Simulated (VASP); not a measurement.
TiSi2:

```
Ti Si
1.0
     0.00000    4.19827    4.34651
     2.43638    0.00000    4.34651
     2.43638    4.19827    0.00000
Ti Si
2 4
Direct
  0.75000 0.75000 0.75000
  0.50000 0.50000 0.50000
  0.41257 0.08743 0.41257
  0.08743 0.41257 0.08743
  0.16257 0.83743 0.16257
  0.83743 0.16257 0.83743
```

This cell differs from its parent crystal: volume scaled by 1.06.

Base run:

```yaml
Program: VASP 6.6.1
Functional: PBE
Potentials_or_basis: VASP PAW PBE potentials, release 64 (Ti_sv, Si)
Cutoff: 520 eV
k_mesh: 7 × 7 × 7
Occupations: fermi-dirac, width 0.05 eV
Spin: no spin polarisation
```

Its results: band gap on the k mesh zero (band 20 reaches 10.17 eV, above the bottom of band 21 at 8.45 eV); pressure -5.8 GPa; largest force 0.009 eV/Å.

The run is repeated on the same cell with these changes: functional from PBE to PBEsol; further incar settings from ALGO = Normal; EDIFF = 1e-06; NBANDS = 29 to ALGO = Normal; EDIFF = 1e-07; NBANDS = 29. What comes out?

Band gap on the k mesh zero (band 20 reaches 10.08 eV, above the bottom of band 21 at 8.36 eV); pressure -9.3 GPa; largest force 0.017 eV/Å.

Caveats: the PAW data sets were made with another functional, which shifts forces and pressure a little (some runs).
